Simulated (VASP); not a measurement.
Runs of VASP 6.6.1 on BaRu3. The structure is that of space group Pm-3m (No. 221), or close to it. The cells are those of the table. 

```csv
cell,gap on the mesh (eV),pressure (GPa)
"a = 4.096 Å, 4 atoms",none,2.5
"a = 4.059 Å, 4 atoms",none,(b)
"a = 4.069 Å, 4 atoms",none,5.5
"a = 4.042 Å, 4 atoms",none,(a)
"a = 4.460 Å, 4 atoms",none,-17.5
```

Alike in all rows: task single point; level PBEsol; potentials or basis VASP PAW PBE potentials, release 64 (Ba_sv, Ru_sv); no spin polarisation; k mesh 8 × 8 × 8; cutoff (eV) 560; smearing gaussian 0.05 eV.

Problem. Fill in the values left out.

Solution. (a) 9.0; (b) 6.8.

Caveats: the PAW data sets were made with another functional, which shifts forces and pressure a little; spin-orbit coupling is left out, which moves the levels of the heavy elements; the cell stands under pressure (at least some runs); the cell stands under tension (at least some runs).

A k mesh can miss the band edges, and the runs leave out spin-orbit coupling on Ba, Ru.

A gap of «none» marks levels without a gap at the run's occupations.
